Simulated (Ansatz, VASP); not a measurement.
**Two plane-wave programs on SiC**

```
Si C
1.0
     0.52992    2.46866    2.46866
     2.46866    0.52992    2.46866
     2.46866    2.46866    0.52992
Si C
1 1
Cartesian
  0.0000 0.0000 0.0000
  4.1004 4.1004 4.1004
```

Alike in both runs: task single point; functional r2SCAN; k mesh 12 × 12 × 12; occupations gaussian, width 0.05 eV; no spin polarisation.

|  | VASP | Ansatz |
| --- | --- | --- |
| version | VASP 6.6.1 | Ansatz 0.2.0 |
| potentials or method | VASP PAW PBE potentials, release 64 (Si, C), cutoff 520 eV | scalar-relativistic, plane waves, PAW |
| valence electrons in the cell | 8 | 8 |

Ansatz gave:

```
gap on the k mesh at the Fermi level (eV) : none
rms of the force components (eV/Å)        : 0.194
```

Task: Which values does VASP return?

Result: gap on the k mesh at the Fermi level (eV): none; rms of the force components (eV/Å): 0.202.

VASP's potentials were made for PBE, not for r2SCAN. Atom by atom the forces differ by 0.008 eV/Å (rms over components). A gap of «none» marks a metal or a gap that the smearing closes.
